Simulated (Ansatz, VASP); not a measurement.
**NaI: VASP beside Ansatz**

Contents of POSCAR:

```
NaI
1.0
    0.0000000000      3.3334920000      3.2364000000
    3.3334920000      0.0000000000      3.2364000000
    3.3334920000      3.3334920000      0.0000000000
Na I
1 1
Direct
    0.0000000000      0.0000000000      0.0000000000
    0.5000000000      0.5000000000      0.5000000000
```

File INCAR.step1:

```
SYSTEM = NaI
PREC = Accurate ; ENCUT = 520
ISMEAR = 0 ; SIGMA = 0.05
LREAL = .FALSE. ; LASPH = .TRUE.
NELM = 60 ; NBANDS = 14
GGA = PE ; ALGO = Normal
EDIFF = 1E-4 ; LWAVE = .TRUE.
LCHARG = .FALSE.
```

INCAR.step2

```
SYSTEM = NaI
PREC = Accurate ; ENCUT = 520
EDIFF = 1E-7 ; ISMEAR = 0
SIGMA = 0.05 ; LREAL = .FALSE.
LASPH = .TRUE. ; NELM = 60
ALGO = Normal ; ISIF = 2
LWAVE = .FALSE. ; LCHARG = .FALSE.
METAGGA = R2SCAN ; LMIXTAU = .TRUE.
NBANDS = 14 ; ISTART = 1
```

KPOINTS

```
regular mesh
0
G
  6 6 6
  0 0 0
```

Input for Ansatz:

```yaml
crystal:
  lattice:
    - [0.0, 3.333492, 3.2364]
    - [3.333492, 0.0, 3.2364]
    - [3.333492, 3.333492, 0.0]
  atoms:
    - { symbol: Na, position: [0.0, 0.0, 0.0] }
    - { symbol: I, position: [0.5, 0.5, 0.5] }
basis:
  ecutwfc: 500
kpoints:
  mp_grid: { grid: [6, 6, 6] }
hamiltonian:
  xc: r2scan
scf:
  occupations: { method: gaussian, width: 0.05 }
output:
  forces: true
  stress: true
  eigenvalues: true
```

Change from the starting cell: strain +0.030 along x and y, +0.000 along z, atoms carried along.

Alike in both runs: task single point; functional r2SCAN; k mesh 6 × 6 × 6; occupations gaussian, width 0.05 eV; no spin polarisation.

|  | VASP | Ansatz |
| --- | --- | --- |
| version | VASP 6.6.1 | Ansatz 0.2.0 |
| potentials or method | VASP PAW PBE potentials, release 64 (Na_pv, I), cutoff 520 eV | scalar-relativistic, plane waves, PAW |
| valence electrons in the cell | 14 | 26 |

VASP gave:

| Quantity | Value |
| --- | --- |
| gap on the k mesh at the Fermi level (eV) | 4.25 |
| least direct gap on the mesh (eV) | 4.25 |
| pressure (GPa) | -1.0 |
| traceless stress, the component that is largest in VASP (GPa) | 0.43 |

Question: Which values does Ansatz return?

Answer: gap on the k mesh at the Fermi level (eV): 4.25; least direct gap on the mesh (eV): 4.25; pressure (GPa): -0.9; traceless stress, the component that is largest in VASP (GPa): 0.39.

VASP's potentials were made for PBE, not for r2SCAN. VASP's potentials hold 14 valence electrons a cell and Ansatz's 26, so a difference there can come from the potentials and not from the codes.

Spin-orbit coupling is off throughout.
